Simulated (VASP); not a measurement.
Runs of VASP 6.6.1 on KCl. The structure is that of space group Pm-3m (No. 221), or close to it. The cells are those of the table. 

| cell | gap on the mesh (eV) | pressure (GPa) |
| --- | --- | --- |
| a = 3.641 Å, 2 atoms | (a) | 4.3 |
| a = 3.893 Å, 2 atoms | (b) | -0.7 |
| a = 3.707 Å, 2 atoms | 5.27 | 2.5 |
| a = 3.833 Å, 2 atoms | 4.81 | 0.1 |
| a = 3.771 Å, 2 atoms | 5.03 | 1.1 |

Alike in all rows: task single point; level PBE; potentials or basis VASP PAW PBE potentials, release 64 (K_sv, Cl); no spin polarisation; k mesh 4 × 4 × 4; cutoff (eV) 520; smearing gaussian 0.01 eV.

**Question.** Fill in the values left out.

**Answer.** (a) 5.55; (b) 4.63.

Caveats: some runs use coarse meshes.

A k mesh can miss the band edges.
